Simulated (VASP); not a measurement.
# SnPb2Se3 (Cmmm) in VASP: single point with PBEsol

Aim: the single point of SnPb2Se3 with PBEsol.

Program: VASP 6.6.1. These are calculated values, not measurements. Logs are shortened: lines on timing, memory, paths and dates and some standing lists are left out, and cuts for length are marked.

### Step 1. The cell of the first run

Symmetry: Cmmm, No. 65, orthorhombic system. Conventional cell: a = 7.942 Å, b = 9.607 Å, c = 4.575 Å, α = 90.00°, β = 90.00°, γ = 90.00°. Sn (site symmetry mmm) has 2 Se at 2.81 Å within 3.7 Å. Pb (site symmetry 2/m) has 6 Se at 3.06 to 3.12 Å and 4 Sn at 3.87 Å and 2 Pb at 3.97 Å within 4.0 Å. Se (site symmetry m2m) has 1 Sn at 2.81 Å and 2 Se at 3.04 Å and 4 Pb at 3.06 Å within 3.7 Å. Within 4.0 Å of Se (site symmetry mmm) lie 4 Se at 3.04 Å and 4 Pb at 3.12 Å.

### Step 2. Single point, PBEsol

The input, INCAR:

```
SYSTEM = SnPb2Se3
PREC = Accurate ; ENCUT = 520
EDIFF = 1E-7 ; ISMEAR = -1
SIGMA = 0.03 ; LREAL = .FALSE.
LASPH = .TRUE. ; NELM = 80
ALGO = Normal ; ISIF = 2
LWAVE = .FALSE. ; LCHARG = .TRUE.
GGA = PS ; LELF = .TRUE.
LVHAR = .TRUE. ; NBANDS = 39
```

The input, KPOINTS:

```
regular mesh
0
G
  4 4 4
  0 0 0
```

The input, POSCAR:

```
SnPb2Se3
1.0
    3.9710064297     -4.8036421040      0.0000000000
    3.9710064297      4.8036421040      0.0000000000
    0.0000000000      0.0000000000      4.5749045154
Sn Pb Se
1 2 3
Direct
    0.5000000000      0.5000000000      0.0000000000
    0.0000000000      0.5000000000      0.5000000000
    0.5000000000      0.0000000000      0.5000000000
    0.2078933712      0.7921066288      0.0000000000
    0.7921066288      0.2078933712      0.0000000000
    0.0000000000      0.0000000000      0.5000000000
```

Potentials or basis: VASP PAW PBE potentials, release 64 (Sn_d, Pb_d, Se).

The run is started by

```sh
> cat potpaw_PBE.64/Sn_d/POTCAR potpaw_PBE.64/Pb_d/POTCAR potpaw_PBE.64/Se/POTCAR > POTCAR
> mpirun -np 1 vasp_std > vasp.out
```

OUTCAR:

```text
SYSTEM = SnPb2Se3
   PREC = Accurate
   ENCUT = 520
   EDIFF = 1E-7
   ISMEAR = -1
   LREAL = .FALSE.
   LASPH = .TRUE.
   NELM = 80
   ISIF = 2
   GGA = PS

 ion  position               nearest neighbor table
   1  0.500  0.500  0.000-   4 2.81   5 2.81   2 3.87   3 3.87   2 3.87   3 3.87   3 3.87   3 3.87
                             2 3.87   2 3.87
   2  0.000  0.500  0.500-   4 3.06   5 3.06   4 3.06   5 3.06   6 3.12   6 3.12   1 3.87   1 3.87
                             1 3.87   1 3.87   3 3.97   3 3.97
   3  0.500  0.000  0.500-   4 3.06   5 3.06   4 3.06   5 3.06   6 3.12   6 3.12   1 3.87   1 3.87
                             1 3.87   1 3.87   2 3.97   2 3.97
   4  0.208  0.792  0.000-   1 2.81   2 3.06   3 3.06   2 3.06   3 3.06
   5  0.792  0.208  0.000-   1 2.81   2 3.06   3 3.06   2 3.06   3 3.06
   6  0.000  0.000  0.500-   2 3.12   3 3.12   2 3.12   3 3.12

  LATTYP: Found a base centered orthorhombic cell.
 ALAT       =     7.9420128594
 B/A-ratio  =     1.2096787525
 C/A-ratio  =     0.5760384170

  Lattice vectors:

 A1 = (   3.9710064297,  -4.8036421040,   0.0000000000)
 A2 = (   3.9710064297,   4.8036421040,   0.0000000000)
 A3 = (   0.0000000000,   0.0000000000,   4.5749045154)

Analysis of symmetry for initial positions (statically):
=====================================================================
 Subroutine PRICEL returns:
 Original cell was already a primitive cell.

 Routine SETGRP: Setting up the symmetry group for a
 base centered orthorhombic supercell.

 Subroutine GETGRP returns: Found  8 space group operations
 (whereof  8 operations were pure point group operations)
 out of a pool of  8 trial point group operations.

The static configuration has the point symmetry D_2h.

Analysis of symmetry for dynamics (positions and initial velocities):
=====================================================================
 Subroutine PRICEL returns:
 Original cell was already a primitive cell.

 Routine SETGRP: Setting up the symmetry group for a
 base centered orthorhombic supercell.

 Subroutine GETGRP returns: Found  8 space group operations
 (whereof  8 operations were pure point group operations)
 out of a pool of  8 trial point group operations.

The dynamic configuration has the point symmetry D_2h.

 Subroutine INISYM returns: Found  8 space group operations
 (whereof  8 operations are pure point group operations),
 and found     1 'primitive' translations

----------------------------------------------------------------------------------------

                                     Primitive cell

  volume of cell :     174.5353

  direct lattice vectors                    reciprocal lattice vectors
     3.971006430 -4.803642104  0.000000000     0.125912664 -0.104087688  0.000000000
     3.971006430  4.803642104  0.000000000     0.125912664  0.104087688  0.000000000
     0.000000000  0.000000000  4.574904515     0.000000000  0.000000000  0.218583797

  length of vectors
     6.232485020  6.232485020  4.574904515     0.163365375  0.163365375  0.218583797

  position of ions in fractional coordinates (direct lattice)
     0.500000000  0.500000000  0.000000000
     0.000000000  0.500000000  0.500000000
     0.500000000  0.000000000  0.500000000
     0.207893371  0.792106629  0.000000000
     0.792106629  0.207893371  0.000000000
     0.000000000  0.000000000  0.500000000

  ion indices of the primitive-cell ions
   primitive index   ion index
                 1           1
                 2           2
                 3           3
                 4           4
                 5           5
                 6           6

----------------------------------------------------------------------------------------

 KPOINTS: regular mesh

Automatic generation of k-mesh.
 Grid dimensions read from file:
 generate k-points for:    4    4    4

 Generating k-lattice:

  Cartesian coordinates                     Fractional coordinates (reciprocal lattice)
     0.031478166 -0.026021922  0.000000000     0.250000000  0.000000000  0.000000000
     0.031478166  0.026021922  0.000000000     0.000000000  0.250000000  0.000000000
     0.000000000  0.000000000  0.054645949     0.000000000  0.000000000  0.250000000

  Length of vectors
     0.040841344  0.040841344  0.054645949

  Shift w.r.t. Gamma in fractional coordinates (k-lattice)
     0.000000000  0.000000000  0.000000000

 Subroutine IBZKPT returns following result:
 ===========================================

 Found     21 irreducible k-points:

 Following reciprocal coordinates:
            Coordinates               Weight
  0.000000  0.000000  0.000000      1.000000
  0.250000  0.000000  0.000000      4.000000
  0.500000  0.000000  0.000000      2.000000
  0.250000  0.250000  0.000000      2.000000
  0.500000  0.250000  0.000000      4.000000
 -0.250000  0.250000  0.000000      2.000000
[... 13 lines left out ...]
 -0.250000  0.250000  0.500000      2.000000
  0.500000  0.500000  0.500000      1.000000
   k-points           NKPTS =     21   k-points in BZ     NKDIM =     21   number of bands    NBANDS=     39
   number of dos      NEDOS =    301   number of ions     NIONS =      6
   total plane-waves  NPLWV =  82944
   dimension x,y,z NGX =    48 NGY =   48 NGZ =   36
   dimension x,y,z NGXF=    96 NGYF=   96 NGZF=   72
   ions per type =               1   2   3
   NGX,Y,Z   is equivalent  to a cutoff of  12.80, 12.80, 13.08 a.u.
   NGXF,Y,Z  is equivalent  to a cutoff of  25.61, 25.61, 26.16 a.u.
 SYSTEM =  SnPb2Se3
   PREC   = accura    normal or accurate (medium, high low for compatibility)
   ISTART =      0    job   : 0-new  1-cont  2-samecut
   ICHARG =      2    charge: 1-file 2-atom 10-const
   ISPIN  =      1    spin polarized calculation?
   LNONCOLLINEAR =      F non collinear calculations
   LSORBIT =      F    spin-orbit coupling
   LASPH  =      T    aspherical Exc in radial PAW
   ENCUT  =  520.0 eV  38.22 Ry    6.18 a.u.  11.59 11.59  8.51*2*pi/ulx,y,z
   NELM   =     80;   NELMIN=  2; NELMDL= -5     # of ELM steps
   EDIFF  = 0.1E-06   stopping-criterion for ELM
   LREAL  =      F    real-space projection
   EDIFFG = 0.1E-05   stopping-criterion for IOM
   NSW    =      0    number of steps for IOM
   IBRION =     -1    ionic relax: 0-MD 1-quasi-New 2-CG
   NFREE  =      0    steps in history (QN), initial steepest desc. (CG)
   ISIF   =      2    stress and relaxation
   ISYM   =      2    0-nonsym 1-usesym 2-fastsym
   POTIM  = 0.5000    time-step for ionic-motion
   TEBEG  =    0.0;   TEEND  =   0.0 temperature during run
   PSTRESS=    0.0 pullay stress
   NELECT =      60.0000    total number of electrons
   NUPDOWN=      -1.0000    fix difference up-down
   EMIN   =  10.00;   EMAX   =-10.00  energy-range for DOS
   EFERMI =   0.00;   METHOD = LEGACY
   ISMEAR =    -1;   SIGMA  =   0.03  broadening in eV -4-tet -1-fermi 0-gaus
   EFERMI_NEDOS =   21; number of points for ismear=-14 and -15
   IALGO  =     38    algorithm
   IMIX   =      4    mixing-type and parameters
     AMIX     =   0.40;   BMIX     =  1.00
     AMIX_MAG =   1.60;   BMIX_MAG =  1.00
  volume/ion in A,a.u.               =      29.09       196.30
  Fermi-wavevector in a.u.,A,eV,Ry     =   1.146826  2.167187 17.894514  1.315210
  Thomas-Fermi vector in A             =   2.283509
   LORBIT       =      0    0 simple, 1 ext, 2 COOP (PROOUT), +10 PAW based schemes
   GGA     = PS    functional components
   LHFCALC =     F    Hartree Fock is set to
   AEXX    =    0.0000 exact exchange contribution
   IVDW    =     0    specifies the selected vdW correction
   LEPSILON=     F    determine dielectric tensor
   LRPA    =     F    only Hartree local field effects (RPA)
 non-spin polarized calculation
  energy-cutoff  :      520.00
  volume of cell :      174.54
 maximum number of plane-waves:      4723
 NGX is ok and might be reduce to    48
   NGX = 23   NGY = 23   NGZ = 17

 number of electron      60.0000020 magnetization

 Free energy of the ion-electron system (eV)
  ---------------------------------------------------
  ext. energy  EPLUGINS =         0.00000000
  ---------------------------------------------------
  free energy    TOTEN  =       -23.56943951 eV

  energy without entropy =      -23.56391996  energy(sigma->0) =      -23.56667974

 E-fermi :   4.9217     XC(G=0):  -9.6087

 val. band max:        4.8758018345   @ k =   0.5000   0.2500   0.0000
 cond. band min:       4.9995567449   @ k =   0.2500   0.0000   0.5000
 fundamental gap:      0.1237549104
 Fermi energy:         4.9216966002

 k-point     1 :       0.0000    0.0000    0.0000
  band No.  band energies     occupation
      1     -16.6613      2.00000
      2     -16.6576      2.00000
      3     -16.6204      2.00000
      4     -16.6198      2.00000
      5     -16.5956      2.00000
      6     -12.0791      2.00000
[... 31 lines left out ...]
     38      10.0925      0.00000
     39      10.2859      0.00000

 k-point     2 :       0.2500    0.0000    0.0000
  band No.  band energies     occupation
      1     -16.6613      2.00000
      2     -16.6576      2.00000
      3     -16.6203      2.00000
      4     -16.6197      2.00000
      5     -16.5955      2.00000
      6     -12.0645      2.00000
[... 31 lines left out ...]
     38       9.2950      0.00000
     39       9.7043      0.00000

 k-point     3 :       0.5000    0.0000    0.0000
  band No.  band energies     occupation
      1     -16.6614      2.00000
      2     -16.6575      2.00000
      3     -16.6203      2.00000
      4     -16.6195      2.00000
      5     -16.5955      2.00000
      6     -12.0428      2.00000
[... 31 lines left out ...]
     38       9.1709      0.00000
     39       9.6012      0.00000

 k-point     4 :       0.2500    0.2500    0.0000
  band No.  band energies     occupation
      1     -16.6614      2.00000
      2     -16.6575      2.00000
      3     -16.6202      2.00000
      4     -16.6196      2.00000
      5     -16.5955      2.00000
      6     -12.0457      2.00000
[... 31 lines left out ...]
     38       8.5434      0.00000
     39       9.3795      0.00000
[... 628 lines left out ...]
     38       9.3378      0.00000
     39       9.7202      0.00000

 k-point    20 :      -0.2500    0.2500    0.5000
  band No.  band energies     occupation
      1     -16.6590      2.00000
      2     -16.6589      2.00000
      3     -16.6194      2.00000
      4     -16.6171      2.00000
      5     -16.5971      2.00000
      6     -12.1332      2.00000
[... 31 lines left out ...]
     38       9.4785      0.00000
     39      10.2349      0.00000

 k-point    21 :       0.5000    0.5000    0.5000
  band No.  band energies     occupation
      1     -16.6591      2.00000
      2     -16.6590      2.00000
      3     -16.6194      2.00000
      4     -16.6171      2.00000
      5     -16.5973      2.00000
      6     -12.1348      2.00000
[... 31 lines left out ...]
     38       9.2722      0.00000
     39      10.4031      0.00000

------------------------ aborting loop because EDIFF is reached ----------------------------------------

  FORCE on cell =-STRESS in cart. coord.  units (eV):
  Direction    XX          YY          ZZ          XY          YZ          ZX
  --------------------------------------------------------------------------------------
  -------------------------------------------------------------------------------------
  Total        0.0159956      0.0220886     -0.0149970      0.0000000      0.0000000      0.0000000
  in kB        0.1468342      0.2027666     -0.1376673      0.0000000      0.0000000      0.0000000
  external PRESSURE =       0.0706445 kB  Pullay stress =       0.0000000 kB

 VOLUME and BASIS-vectors are now :
 -----------------------------------------------------------------------------
  energy-cutoff  :      520.00
  volume of cell :      174.54
      direct lattice vectors                 reciprocal lattice vectors
     3.971006430 -4.803642104  0.000000000     0.125912664 -0.104087688  0.000000000
     3.971006430  4.803642104  0.000000000     0.125912664  0.104087688  0.000000000
     0.000000000  0.000000000  4.574904515     0.000000000  0.000000000  0.218583797

 POSITION                                       TOTAL-FORCE (eV/Angst)
 -----------------------------------------------------------------------------------
      3.97101      0.00000      0.00000        -0.000000      0.000000      0.000000
      1.98550      2.40182      2.28745         0.000000      0.000000      0.000000
      1.98550     -2.40182      2.28745        -0.000000      0.000000      0.000000
      3.97101      2.80635      0.00000         0.000000      0.005921      0.000000
      3.97101     -2.80635      0.00000         0.000000     -0.005921      0.000000
      0.00000      0.00000      2.28745         0.000000      0.000000      0.000000
 -----------------------------------------------------------------------------------
    total drift:                               -0.000000     -0.000000     -0.000000

  FREE ENERGIE OF THE ION-ELECTRON SYSTEM (eV)
  ---------------------------------------------------
  free  energy   TOTEN  =       -23.5694395136 eV

  energy  without entropy=      -23.5639199584  energy(sigma->0) =      -23.56667974
```

Run time: 2.6 min. Hardware: 1 thread of Oxide Virtual Turin-like, shared host; peak memory 0.32 GiB.

What came out:

* Free energy: -23.5694 eV
* Pressure: 0.0 GPa
* Largest force: 0.006 eV/Å
* Band gap on the k mesh: zero (bands 30 and 31 overlap by 0.77 eV)

Forces in eV/Å, atoms in the order of the input:
```
Sn   0.000  0.000  0.000
Pb   0.000  0.000  0.000
Pb   0.000  0.000  0.000
Se   0.000  0.006  0.000
Se   0.000 -0.006  0.000
Se   0.000  0.000  0.000
```

Caveat: semilocal functionals underestimate gaps, so a narrow gap can read as zero; the PAW data sets were made with another functional, which shifts forces and pressure a little; spin-orbit coupling is left out, which moves the levels of the heavy elements.
